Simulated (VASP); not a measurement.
# WCl (I4/mmm) in VASP: single point with PBE

Aim: the single point of WCl with PBE.

Everything below comes from runs of VASP 6.6.1. Logs are shortened: lines on timing, memory, paths and dates and some standing lists are left out, and cuts for length are marked.

### 1 The cell of the first run

Symmetry: I4/mmm, No. 139, tetragonal system. The conventional cell has a = 3.624 Å, b = 3.624 Å, c = 4.897 Å, α = 90.00°, β = 90.00°, γ = 90.00°. W (site symmetry 4/mmm) has 6 Cl at 2.45 to 2.56 Å within 3.2 Å. Cl (site symmetry 4/mmm) has 6 W at 2.45 to 2.56 Å within 3.2 Å.

### 2 Single point, PBE

The input, INCAR:

```
  PREC = Accurate
  ENCUT = 500
  EDIFF = 1E-6
  ISMEAR = 0
  SIGMA = 0.2
  LREAL = F
  LASPH = T
  NELM = 120
  ALGO = Normal
  ISIF = 2
  LWAVE = F
  LCHARG = F
  GGA = PE
  NBANDS = 18
  GGA_COMPAT = F
```

The input, KPOINTS:

```
regular mesh
0
Gamma
  6 6 6
```

The input, POSCAR:

```
WCl
1.0
   -1.8120011785      1.8120011785      2.4486690570
    1.8120011785     -1.8120011785      2.4486690570
    1.8120011785      1.8120011785     -2.4486690570
W Cl
1 1
Direct
    0.0000000000      0.0000000000      0.0000000000
    0.5000000000      0.5000000000      0.0000000000
```

Potentials or basis: VASP PAW PBE potentials, release 64 (W_sv, Cl).

Command:

```
$ cat potpaw_PBE.64/W_sv/POTCAR potpaw_PBE.64/Cl/POTCAR > POTCAR
$ mpirun -np 1 vasp_std > vasp.out
```

OUTCAR:

```text
PREC = Accurate
   ENCUT = 500
   EDIFF = 1E-6
   ISMEAR = 0
   LREAL = F
   LASPH = T
   NELM = 120
   ISIF = 2
   GGA = PE

 ion  position               nearest neighbor table
   1  0.000  0.000  0.000-   2 2.45   2 2.45   2 2.56   2 2.56   2 2.56   2 2.56
   2  0.500  0.500  0.000-   1 2.45   1 2.45   1 2.56   1 2.56   1 2.56   1 2.56

  LATTYP: Found a body centered tetragonal cell.
 ALAT       =     3.6240023570
 C/A-ratio  =     1.3513617353

  Lattice vectors:

 A1 = (  -1.8120011785,   1.8120011785,   2.4486690570)
 A2 = (   1.8120011785,  -1.8120011785,   2.4486690570)
 A3 = (   1.8120011785,   1.8120011785,  -2.4486690570)

Analysis of symmetry for initial positions (statically):
=====================================================================
 Subroutine PRICEL returns:
 Original cell was already a primitive cell.

 Routine SETGRP: Setting up the symmetry group for a
 body centered tetragonal supercell.

 Subroutine GETGRP returns: Found 16 space group operations
 (whereof 16 operations were pure point group operations)
 out of a pool of 16 trial point group operations.

The static configuration has the point symmetry D_4h.

Analysis of symmetry for dynamics (positions and initial velocities):
=====================================================================
 Subroutine PRICEL returns:
 Original cell was already a primitive cell.

 Routine SETGRP: Setting up the symmetry group for a
 body centered tetragonal supercell.

 Subroutine GETGRP returns: Found 16 space group operations
 (whereof 16 operations were pure point group operations)
 out of a pool of 16 trial point group operations.

The dynamic configuration has the point symmetry D_4h.

 Subroutine INISYM returns: Found 16 space group operations
 (whereof 16 operations are pure point group operations),
 and found     1 'primitive' translations

----------------------------------------------------------------------------------------

                                     Primitive cell

  volume of cell :      32.1593

  direct lattice vectors                    reciprocal lattice vectors
    -1.812001179  1.812001179  2.448669057     0.000000000  0.275938010  0.204192559
     1.812001179 -1.812001179  2.448669057     0.275938010  0.000000000  0.204192559
     1.812001179  1.812001179 -2.448669057     0.275938010  0.275938010  0.000000000

  length of vectors
     3.544386645  3.544386645  3.544386645     0.343273050  0.343273050  0.390235277

  position of ions in fractional coordinates (direct lattice)
     0.000000000  0.000000000  0.000000000
     0.500000000  0.500000000  0.000000000

  ion indices of the primitive-cell ions
   primitive index   ion index
                 1           1
                 2           2

----------------------------------------------------------------------------------------

 KPOINTS: regular mesh

Automatic generation of k-mesh.
 Grid dimensions read from file:
 generate k-points for:    6    6    6

 Generating k-lattice:

  Cartesian coordinates                     Fractional coordinates (reciprocal lattice)
     0.000000000  0.045989668  0.034032093     0.166666667 -0.000000000  0.000000000
     0.045989668  0.000000000  0.034032093    -0.000000000  0.166666667  0.000000000
     0.045989668  0.045989668  0.000000000     0.000000000  0.000000000  0.166666667

  Length of vectors
     0.057212175  0.057212175  0.065039213

  Shift w.r.t. Gamma in fractional coordinates (k-lattice)
     0.000000000  0.000000000  0.000000000

 Subroutine IBZKPT returns following result:
 ===========================================

 Found     30 irreducible k-points:

 Following reciprocal coordinates:
            Coordinates               Weight
  0.000000  0.000000  0.000000      1.000000
  0.166667 -0.000000  0.000000      8.000000
  0.333333  0.000000 -0.000000      8.000000
  0.500000 -0.000000  0.000000      4.000000
  0.166667  0.166667  0.000000      8.000000
  0.333333  0.166667  0.000000     16.000000
[... 16 lines left out ...]
 -0.333333 -0.333333  0.166667      8.000000
 -0.166667 -0.333333  0.166667      8.000000
 [... further k-points ...]
   k-points           NKPTS =     30   k-points in BZ     NKDIM =     30   number of bands    NBANDS=     18
   number of dos      NEDOS =    301   number of ions     NIONS =      2
   total plane-waves  NPLWV =  21952
   dimension x,y,z NGX =    28 NGY =   28 NGZ =   28
   dimension x,y,z NGXF=    56 NGYF=   56 NGZF=   56
   ions per type =               1   1
   NGX,Y,Z   is equivalent  to a cutoff of  13.13, 13.13, 13.13 a.u.
   NGXF,Y,Z  is equivalent  to a cutoff of  26.27, 26.27, 26.27 a.u.
 SYSTEM =  unknown system
   PREC   = accura    normal or accurate (medium, high low for compatibility)
   ISTART =      0    job   : 0-new  1-cont  2-samecut
   ICHARG =      2    charge: 1-file 2-atom 10-const
   ISPIN  =      1    spin polarized calculation?
   LNONCOLLINEAR =      F non collinear calculations
   LSORBIT =      F    spin-orbit coupling
   LASPH  =      T    aspherical Exc in radial PAW
   ENCUT  =  500.0 eV  36.75 Ry    6.06 a.u.   6.46  6.46  6.46*2*pi/ulx,y,z
   NELM   =    120;   NELMIN=  2; NELMDL= -5     # of ELM steps
   EDIFF  = 0.1E-05   stopping-criterion for ELM
   LREAL  =      F    real-space projection
   EDIFFG = 0.1E-04   stopping-criterion for IOM
   NSW    =      0    number of steps for IOM
   IBRION =     -1    ionic relax: 0-MD 1-quasi-New 2-CG
   NFREE  =      0    steps in history (QN), initial steepest desc. (CG)
   ISIF   =      2    stress and relaxation
   ISYM   =      2    0-nonsym 1-usesym 2-fastsym
   POTIM  = 0.5000    time-step for ionic-motion
   TEBEG  =    0.0;   TEEND  =   0.0 temperature during run
   PSTRESS=    0.0 pullay stress
   NELECT =      21.0000    total number of electrons
   NUPDOWN=      -1.0000    fix difference up-down
   EMIN   =  10.00;   EMAX   =-10.00  energy-range for DOS
   EFERMI =   0.00;   METHOD = LEGACY
   ISMEAR =     0;   SIGMA  =   0.20  broadening in eV -4-tet -1-fermi 0-gaus
   EFERMI_NEDOS =   21; number of points for ismear=-14 and -15
   IALGO  =     38    algorithm
   IMIX   =      4    mixing-type and parameters
     AMIX     =   0.40;   BMIX     =  1.00
     AMIX_MAG =   1.60;   BMIX_MAG =  1.00
  volume/ion in A,a.u.               =      16.08       108.51
  Fermi-wavevector in a.u.,A,eV,Ry     =   1.420296  2.683971 27.446233  2.017241
  Thomas-Fermi vector in A             =   2.541226
   LORBIT       =      0    0 simple, 1 ext, 2 COOP (PROOUT), +10 PAW based schemes
   GGA     = PE    functional components
   LHFCALC =     F    Hartree Fock is set to
   AEXX    =    0.0000 exact exchange contribution
   IVDW    =     0    specifies the selected vdW correction
   LEPSILON=     F    determine dielectric tensor
   LRPA    =     F    only Hartree local field effects (RPA)
 non-spin polarized calculation
 Gauss-broadening in eV      SIGMA  =   0.20
  energy-cutoff  :      500.00
  volume of cell :       32.16
 maximum number of plane-waves:       841
 NGX is ok and might be reduce to    28
   NGX = 13   NGY = 13   NGZ = 13

 number of electron      20.9999997 magnetization

 Free energy of the ion-electron system (eV)
  ---------------------------------------------------
  ext. energy  EPLUGINS =         0.00000000
  ---------------------------------------------------
  free energy    TOTEN  =       -10.53424082 eV

  energy without entropy =      -10.47035374  energy(sigma->0) =      -10.50229728

 E-fermi :  10.8758     XC(G=0): -12.2229

 val. band max:       10.8605177731   @ k =  -0.3333   0.5000   0.3333
 cond. band min:      10.8844659838   @ k =   0.5000  -0.0000   0.0000
 fundamental gap:      0.0239482107
 Fermi energy:        10.8758281828

 k-point     1 :       0.0000    0.0000    0.0000
  band No.  band energies     occupation
      1     -63.7687      2.00000
      2     -28.0899      2.00000
      3     -27.9745      2.00000
      4     -27.9745      2.00000
      5      -9.6037      2.00000
      6       4.2361      2.00000
[... 10 lines left out ...]
     17      23.3024      0.00000
     18      23.3024      0.00000

 k-point     2 :       0.1667   -0.0000    0.0000
  band No.  band energies     occupation
      1     -63.7675      2.00000
      2     -28.1094      2.00000
      3     -27.9956      2.00000
      4     -27.9800      2.00000
      5      -9.3348      2.00000
      6       2.8530      2.00000
[... 10 lines left out ...]
     17      21.4930      0.00000
     18      21.8269      0.00000

 k-point     3 :       0.3333    0.0000   -0.0000
  band No.  band energies     occupation
      1     -63.7652      2.00000
      2     -28.1627      2.00000
      3     -28.0226      2.00000
      4     -27.9909      2.00000
      5      -8.7361      2.00000
      6       0.9117      2.00000
[... 10 lines left out ...]
     17      18.7452      0.00000
     18      22.6317      0.00000

 k-point     4 :       0.5000   -0.0000    0.0000
  band No.  band energies     occupation
      1     -63.7639      2.00000
      2     -28.1939      2.00000
      3     -28.0310      2.00000
      4     -27.9963      2.00000
      5      -8.3944      2.00000
      6       0.0888      2.00000
[... 375 lines left out ...]
      4     -28.0056      2.00000
      5      -8.4872      2.00000
      6       0.5768      2.00000
[... 10 lines left out ...]
     17      18.6037      0.00000
     18      22.4895      0.00000

 k-point    23 :      -0.3333   -0.3333    0.1667
  band No.  band energies     occupation
      1     -63.7632      2.00000
      2     -28.1891      2.00000
      3     -28.0329      2.00000
      4     -28.0169      2.00000
      5      -8.6064      2.00000
      6       0.9954      2.00000
[... 10 lines left out ...]
     17      19.9465      0.00000
     18      21.3124      0.00000

 k-point    24 :      -0.1667   -0.3333    0.1667
  band No.  band energies     occupation
      1     -63.7649      2.00000
      2     -28.1683      2.00000
      3     -28.0122      2.00000
      4     -28.0020      2.00000
      5      -8.8056      2.00000
      6       1.0892      2.00000
[... 10 lines left out ...]
     17      19.2188      0.00000
     18      21.4885      0.00000

 [... further k-points ...]

------------------------ aborting loop because EDIFF is reached ----------------------------------------

  FORCE on cell =-STRESS in cart. coord.  units (eV):
  Direction    XX          YY          ZZ          XY          YZ          ZX
  --------------------------------------------------------------------------------------
  -------------------------------------------------------------------------------------
  Total        0.1634240      0.1634240      0.0633886      0.0000000      0.0000000      0.0000000
  in kB        8.1417793      8.1417793      3.1580200      0.0000000      0.0000000      0.0000000
  external PRESSURE =       6.4805262 kB  Pullay stress =       0.0000000 kB

 VOLUME and BASIS-vectors are now :
 -----------------------------------------------------------------------------
  energy-cutoff  :      500.00
  volume of cell :       32.16
      direct lattice vectors                 reciprocal lattice vectors
    -1.812001179  1.812001179  2.448669057     0.000000000  0.275938010  0.204192559
     1.812001179 -1.812001179  2.448669057     0.275938010  0.000000000  0.204192559
     1.812001179  1.812001179 -2.448669057     0.275938010  0.275938010  0.000000000

 POSITION                                       TOTAL-FORCE (eV/Angst)
 -----------------------------------------------------------------------------------
      0.00000      0.00000      0.00000        -0.000000      0.000000     -0.000000
      0.00000      0.00000      2.44867         0.000000     -0.000000      0.000000
 -----------------------------------------------------------------------------------
    total drift:                                0.000000     -0.000000     -0.000000

  FREE ENERGIE OF THE ION-ELECTRON SYSTEM (eV)
  ---------------------------------------------------
  free  energy   TOTEN  =       -10.5342408207 eV

  energy  without entropy=      -10.4703537354  energy(sigma->0) =      -10.50229728
```

Run time: 12 s. Hardware: 1 thread of Intel Xeon Platinum 8559C (Emerald Rapids), shared host; peak memory 0.16 GiB.

Results:

| Item | Value |
| --- | --- |
| Free energy | -10.5342 eV |
| Pressure | 0.6 GPa |

Caveat: the k points lie up to 0.41 Å⁻¹ apart; spin-orbit coupling is left out, which moves the levels of the heavy elements; an odd number of electrons without spin polarisation forces a metal; a magnetic or distorted state may lie lower.
